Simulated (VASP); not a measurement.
# LiSi16 (a cell with a defect) in VASP: single point with PBEsol

Aim: the single point of LiSi16 (a cell with a defect) with PBEsol.

Program: VASP 6.6.1. These are calculated values, not measurements. Logs are shortened: lines on timing, memory, paths and dates and some standing lists are left out, and cuts for length are marked.

## (1) The cell of the first run

The cell holds a defect, 17 atoms: a = 7.679 Å, b = 7.679 Å, c = 7.679 Å, α = 60.00°, β = 60.00°, γ = 60.00°.

## (2) Single point, PBEsol, collinear spin

INCAR reads:

```
SYSTEM = LiSi16
ALGO     = Normal         ! electronic algorithm
EDIFF    = 1E-6           ! SCF threshold, eV
ENCUT    = 520            ! plane-wave cutoff, eV
GGA      = PS             ! functional
ISIF     = 2              ! what is computed and relaxed
ISMEAR   = -1             ! smearing method
ISPIN    = 2              ! spin polarisation
LASPH    = .True.         ! aspherical terms in the spheres
LCHARG   = .False.        ! write CHGCAR
LORBIT   = 11             ! projections on sites
LREAL    = Auto         
LWAVE    = .False.        ! write WAVECAR
MAGMOM   = 0 0 0 0 0 0 0 0 0 0 0 0 0 0 0 0 1 ! initial moments
NBANDS   = 52             ! bands
NELM     = 150            ! most SCF steps
PREC     = Accurate       ! precision mode
SIGMA    = 0.05           ! smearing width, eV
```

KPOINTS reads:

```
k-points
0
Gamma
  2 2 2
  0 0 0
```

POSCAR reads:

```
LiSi16
1.0
    0.0000000000      5.4300000000      5.4300000000
    5.4300000000      0.0000000000      5.4300000000
    5.4300000000      5.4300000000      0.0000000000
Si Li
16 1
Direct
    0.0000015352     -0.0139914604     -0.0001303672
    0.1232430803      0.1182309513      0.1230992791
   -0.0048644726     -0.0022864076      0.4976187826
    0.1251492162      0.1198881211      0.6198181963
   -0.0027862726      0.4971601842     -0.0029065463
    0.1194351346      0.6194214830      0.1194048919
   -0.0000020539      0.4999386894      0.4859919225
    0.1232539493      0.6231892356      0.6181716458
    0.4977662280     -0.0023102625     -0.0049948574
    0.6199336750      0.1198773415      0.1250407666
    0.4994071203     -0.0006396228      0.4993032191
    0.6233593399      0.1233003722      0.6232285993
    0.4860222810      0.4999457134     -0.0001269468
    0.6182788477      0.6231704748      0.1230913949
    0.4977798210      0.4950767488      0.4976085301
    0.6199399510      0.6251003453      0.6198136830
    0.8682485195      0.3682158926      0.8681756066
```

Potentials or basis: VASP PAW PBE potentials, release 64 (Si, Li_sv).

Launch:

```
> cat potpaw_PBE.64/Si/POTCAR potpaw_PBE.64/Li_sv/POTCAR > POTCAR
> mpirun -np 1 vasp_std > vasp.out
```

OUTCAR:

```text
SYSTEM = LiSi16
   EDIFF = 1E-6
   ENCUT = 520
   GGA = PS
   ISIF = 2
   ISMEAR = -1
   ISPIN = 2
   LASPH = .True.
   LORBIT = 11
   LREAL = Auto
   NELM = 150
   PREC = Accurate

 ion  position               nearest neighbor table
   1  0.000  0.986  1.000-   6 2.30   2 2.37   4 2.38  10 2.38  17 2.40
   2  0.123  0.118  0.123-   3 2.35   9 2.35   1 2.37   5 2.38  17 2.77
   3  0.995  0.998  0.498-  12 2.33   4 2.35   2 2.35   8 2.35
   4  0.125  0.120  0.620-  11 2.35   3 2.35   7 2.38   1 2.38  17 2.70
   5  0.997  0.497  0.997-   6 2.30   8 2.38   2 2.38  14 2.38  17 2.43
   6  0.119  0.619  0.119-  13 2.30   1 2.30   7 2.30   5 2.30
   7  1.000  0.500  0.486-   6 2.30   8 2.37   4 2.38  16 2.38  17 2.40
   8  0.123  0.623  0.618-   3 2.35  15 2.35   7 2.37   5 2.38  17 2.77
   9  0.498  0.998  0.995-  12 2.33  10 2.35  14 2.35   2 2.35
  10  0.620  0.120  0.125-  11 2.35   9 2.35   1 2.38  13 2.38  17 2.70
  11  0.499  0.999  0.499-  12 2.33   4 2.35  16 2.35  10 2.35
  12  0.623  0.123  0.623-   3 2.33  15 2.33   9 2.33  11 2.33
  13  0.486  0.500  1.000-   6 2.30  14 2.37  16 2.38  10 2.38  17 2.40
  14  0.618  0.623  0.123-  15 2.35   9 2.35  13 2.37   5 2.38  17 2.77
  15  0.498  0.495  0.498-  12 2.33  16 2.35  14 2.35   8 2.35
  16  0.620  0.625  0.620-  11 2.35  15 2.35   7 2.38  13 2.38  17 2.70
  17  0.868  0.368  0.868-   7 2.40   1 2.40  13 2.40   5 2.43  10 2.70  16 2.70   4 2.70  14 2.77
                             2 2.77   8 2.77

  LATTYP: Found a face centered cubic cell.
 ALAT       =    10.8600000000

  Lattice vectors:

 A1 = (   0.0000000000,   5.4300000000,   5.4300000000)
 A2 = (   5.4300000000,   0.0000000000,   5.4300000000)
 A3 = (   5.4300000000,   5.4300000000,   0.0000000000)

Analysis of symmetry for initial positions (statically):
=====================================================================
 Subroutine PRICEL returns:
 Original cell was already a primitive cell.

 Routine SETGRP: Setting up the symmetry group for a
 face centered cubic supercell.

 Subroutine GETGRP returns: Found  1 space group operations
 (whereof  1 operations were pure point group operations)
 out of a pool of 48 trial point group operations.

The static configuration has the point symmetry C_1 .

Analysis of symmetry for dynamics (positions and initial velocities):
=====================================================================
 Subroutine PRICEL returns:
 Original cell was already a primitive cell.

 Routine SETGRP: Setting up the symmetry group for a
 face centered cubic supercell.

 Subroutine GETGRP returns: Found  1 space group operations
 (whereof  1 operations were pure point group operations)
 out of a pool of 48 trial point group operations.

The dynamic configuration has the point symmetry C_1 .

Analysis of structural, dynamic, and magnetic symmetry:
=====================================================================
 Subroutine PRICEL returns:
 Original cell was already a primitive cell.

 Routine SETGRP: Setting up the symmetry group for a
 face centered cubic supercell.

 Subroutine GETGRP returns: Found  1 space group operations
 (whereof  1 operations were pure point group operations)
 out of a pool of 48 trial point group operations.

The overall configuration has the point symmetry C_1 .

 Subroutine INISYM returns: Found  1 space group operations
 (whereof  1 operations are pure point group operations),
 and found     1 'primitive' translations

----------------------------------------------------------------------------------------

                                     Primitive cell

  volume of cell :     320.2060

  direct lattice vectors                    reciprocal lattice vectors
     0.000000000  5.430000000  5.430000000    -0.092081031  0.092081031  0.092081031
     5.430000000  0.000000000  5.430000000     0.092081031 -0.092081031  0.092081031
     5.430000000  5.430000000  0.000000000     0.092081031  0.092081031 -0.092081031

  length of vectors
     7.679179644  7.679179644  7.679179644     0.159489025  0.159489025  0.159489025

  position of ions in fractional coordinates (direct lattice)
     0.000001535  0.986008540  0.999869633
     0.123243080  0.118230951  0.123099279
     0.995135527  0.997713592  0.497618783
     0.125149216  0.119888121  0.619818196
     0.997213727  0.497160184  0.997093454
     0.119435135  0.619421483  0.119404892
[... 9 lines left out ...]
     0.619939951  0.625100345  0.619813683
     0.868248519  0.368215893  0.868175607

  ion indices of the primitive-cell ions
[... 39 lines left out ...]

 Subroutine IBZKPT returns following result:
 ===========================================

 Found      8 irreducible k-points:

 Following reciprocal coordinates:
            Coordinates               Weight
  0.000000  0.000000  0.000000      1.000000
  0.500000  0.000000  0.000000      1.000000
  0.000000  0.500000  0.000000      1.000000
  0.000000  0.000000  0.500000      1.000000
  0.500000  0.500000  0.500000      1.000000
  0.500000  0.500000  0.000000      1.000000
  0.000000  0.500000  0.500000      1.000000
  0.500000  0.000000  0.500000      1.000000
   k-points           NKPTS =      8   k-points in BZ     NKDIM =      8   number of bands    NBANDS=     52
   number of dos      NEDOS =    301   number of ions     NIONS =     17
   total plane-waves  NPLWV = 216000
   dimension x,y,z NGX =    60 NGY =   60 NGZ =   60
   dimension x,y,z NGXF=   120 NGYF=  120 NGZF=  120
   ions per type =              16   1
   NGX,Y,Z   is equivalent  to a cutoff of  12.99, 12.99, 12.99 a.u.
   NGXF,Y,Z  is equivalent  to a cutoff of  25.98, 25.98, 25.98 a.u.
 SYSTEM =  LiSi16
   PREC   = accura    normal or accurate (medium, high low for compatibility)
   ISTART =      0    job   : 0-new  1-cont  2-samecut
   ICHARG =      2    charge: 1-file 2-atom 10-const
   ISPIN  =      2    spin polarized calculation?
   LNONCOLLINEAR =      F non collinear calculations
   LSORBIT =      F    spin-orbit coupling
   LASPH  =      T    aspherical Exc in radial PAW
   ENCUT  =  520.0 eV  38.22 Ry    6.18 a.u.  14.28 14.28 14.28*2*pi/ulx,y,z
   NELM   =    150;   NELMIN=  2; NELMDL= -5     # of ELM steps
   EDIFF  = 0.1E-05   stopping-criterion for ELM
   LREAL  =      T    real-space projection
   EDIFFG = 0.1E-04   stopping-criterion for IOM
   NSW    =      0    number of steps for IOM
   IBRION =     -1    ionic relax: 0-MD 1-quasi-New 2-CG
   NFREE  =      0    steps in history (QN), initial steepest desc. (CG)
   ISIF   =      2    stress and relaxation
   ISYM   =      2    0-nonsym 1-usesym 2-fastsym
   POTIM  = 0.5000    time-step for ionic-motion
   TEBEG  =    0.0;   TEEND  =   0.0 temperature during run
   PSTRESS=    0.0 pullay stress
   NELECT =      67.0000    total number of electrons
   NUPDOWN=      -1.0000    fix difference up-down
   EMIN   =  10.00;   EMAX   =-10.00  energy-range for DOS
   EFERMI =   0.00;   METHOD = LEGACY
   ISMEAR =    -1;   SIGMA  =   0.05  broadening in eV -4-tet -1-fermi 0-gaus
   EFERMI_NEDOS =   21; number of points for ismear=-14 and -15
   IALGO  =     38    algorithm
   IMIX   =      4    mixing-type and parameters
     AMIX     =   0.40;   BMIX     =  1.00
     AMIX_MAG =   1.60;   BMIX_MAG =  1.00
  volume/ion in A,a.u.               =      18.84       127.11
  Fermi-wavevector in a.u.,A,eV,Ry     =   0.971904  1.836632 12.852022  0.944597
  Thomas-Fermi vector in A             =   2.102159
   LORBIT       =     11    0 simple, 1 ext, 2 COOP (PROOUT), +10 PAW based schemes
   GGA     = PS    functional components
   LHFCALC =     F    Hartree Fock is set to
   AEXX    =    0.0000 exact exchange contribution
   IVDW    =     0    specifies the selected vdW correction
   LEPSILON=     F    determine dielectric tensor
   LRPA    =     F    only Hartree local field effects (RPA)
 spin polarized calculation
  energy-cutoff  :      520.00
  volume of cell :      320.21
 maximum number of plane-waves:      8646
 NGX is ok and might be reduce to    60
   NGX = 29   NGY = 29   NGZ = 29

 number of electron      67.0000001 magnetization       0.0015976

 number of electron      67.0000001 magnetization      -0.0001662

 Free energy of the ion-electron system (eV)
  ---------------------------------------------------
  ext. energy  EPLUGINS =         0.00000000
  ---------------------------------------------------
  free energy    TOTEN  =       -92.28005937 eV

  energy without entropy =      -92.24766430  energy(sigma->0) =      -92.26386184

 E-fermi :   6.5399     XC(G=0):  -9.6638

 val. band max:        6.5048122690   @ k =   0.0000   0.0000   0.0000
 cond. band min:       6.7013456047   @ k =   0.0000   0.0000   0.0000
 fundamental gap:      0.1965333357
 Fermi energy:         6.5399365333

 spin component 1

 k-point     1 :       0.0000    0.0000    0.0000
  band No.  band energies     occupation
      1     -39.8398      1.00000
      2      -6.0460      1.00000
      3      -3.7943      1.00000
      4      -3.7033      1.00000
      5      -3.7033      1.00000
      6      -3.7005      1.00000
[... 373 lines left out ...]
     44      10.1209      0.00000
     45      10.2098      0.00000
 Fermi energy:         6.5399365333

 spin component 2

 k-point     1 :       0.0000    0.0000    0.0000
  band No.  band energies     occupation
      1     -39.8397      1.00000
      2      -6.0460      1.00000
      3      -3.7943      1.00000
      4      -3.7033      1.00000
      5      -3.7033      1.00000
      6      -3.7005      1.00000
[... 373 lines left out ...]
     44      10.1209      0.00000
     45      10.2098      0.00000
 [bands above 45 left out]

------------------------ aborting loop because EDIFF is reached ----------------------------------------

  FORCE on cell =-STRESS in cart. coord.  units (eV):
  Direction    XX          YY          ZZ          XY          YZ          ZX
  --------------------------------------------------------------------------------------
  -------------------------------------------------------------------------------------
  Total        3.7175717      3.7183639      3.7193318      0.0222334      0.0207835      0.0220346
  in kB       18.6011783     18.6051421     18.6099851      0.1112466      0.1039918      0.1102518
  external PRESSURE =      18.6054351 kB  Pullay stress =       0.0000000 kB

 VOLUME and BASIS-vectors are now :
 -----------------------------------------------------------------------------
  energy-cutoff  :      520.00
  volume of cell :      320.21
      direct lattice vectors                 reciprocal lattice vectors
     0.000000000  5.430000000  5.430000000    -0.092081031  0.092081031  0.092081031
     5.430000000  0.000000000  5.430000000     0.092081031 -0.092081031  0.092081031
     5.430000000  5.430000000  0.000000000     0.092081031  0.092081031 -0.092081031

 POSITION                                       TOTAL-FORCE (eV/Angst)
 -----------------------------------------------------------------------------------
     10.78332      5.42930      5.35403        -0.000606     -0.023133     -0.001287
      1.31042      1.33764      1.31120         0.003837      0.003971      0.003293
      8.11965      8.10566     10.82117        -0.004325     -0.007142     -0.007739
      4.01661      4.04517      1.33055         0.002491     -0.011483     -0.011665
      8.11380     10.82909      8.11445         0.019282      0.019108      0.019276
      4.01183      1.29690      4.01199         0.016304      0.016483      0.016649
[... 9 lines left out ...]
      6.75988      6.73186      6.76057        -0.011526      0.002624     -0.012097
      6.71361      9.42878      6.71400         0.048312      0.048133      0.047851
 -----------------------------------------------------------------------------------
    total drift:                               -0.004943     -0.005355     -0.005010

  FREE ENERGIE OF THE ION-ELECTRON SYSTEM (eV)
  ---------------------------------------------------
  free  energy   TOTEN  =       -92.2800593745 eV

  energy  without entropy=      -92.2476643013  energy(sigma->0) =      -92.26386184

 total charge

# of ion       s       p       d       tot
------------------------------------------
    1        0.745   0.961   0.000   1.706
    2        0.739   0.945   0.000   1.685
    3        0.742   0.952   0.000   1.694
    4        0.739   0.945   0.000   1.684
    5        0.744   0.964   0.000   1.708
    6        0.735   0.976   0.000   1.711
[... 9 lines left out ...]
   16        0.739   0.945   0.000   1.684
   17        2.028   0.101   0.000   2.129
--------------------------------------------------
tot         13.883  15.368   0.000  29.251

 magnetization (x)

# of ion       s       p       d       tot
------------------------------------------
    1       -0.000  -0.000   0.000  -0.000
    2        0.000  -0.000   0.000  -0.000
    3        0.000   0.000   0.000   0.000
    4        0.000  -0.000   0.000  -0.000
    5       -0.000  -0.000   0.000  -0.000
    6        0.000   0.000   0.000   0.000
[... 9 lines left out ...]
   16        0.000  -0.000   0.000  -0.000
   17        0.000  -0.000   0.000  -0.000
--------------------------------------------------
tot          0.000   0.000   0.000   0.000
```

Run time: 4.1 min. Hardware: 1 thread of AMD EPYC 9R45 (Zen 5), shared host; peak memory 0.67 GiB.

Results:

- Free energy: -92.2801 eV
- Largest force: 0.083 eV/Å
- Net moment: 0.00 μB per cell
- Valence electrons inside the program's atomic spheres: Si 1.71, 1.69, 1.68, 1.70 (each value once); Li 2.13

Forces in eV/Å, atoms in the order of the input:
```
Si  -0.001 -0.023 -0.001
Si   0.004  0.004  0.003
Si  -0.004 -0.007 -0.008
Si   0.002 -0.011 -0.012
Si   0.019  0.019  0.019
Si   0.016  0.016  0.017
Si  -0.002 -0.002 -0.022
Si   0.004  0.003  0.004
Si  -0.007 -0.007 -0.004
Si  -0.012 -0.012  0.003
Si  -0.016 -0.016 -0.016
Si  -0.014 -0.014 -0.014
Si  -0.024  0.000 -0.001
Si   0.004  0.004  0.004
Si  -0.007 -0.004 -0.008
Si  -0.012  0.003 -0.012
Li   0.048  0.048  0.048
```

Caveat: the k points lie up to 0.50 Å⁻¹ apart; the cutoff is under 1.25 times the usual one of these potentials, so pressure, stress and relaxed cells hold a basis-set (Pulay) error; the PAW data sets were made with another functional, which shifts forces and pressure a little.
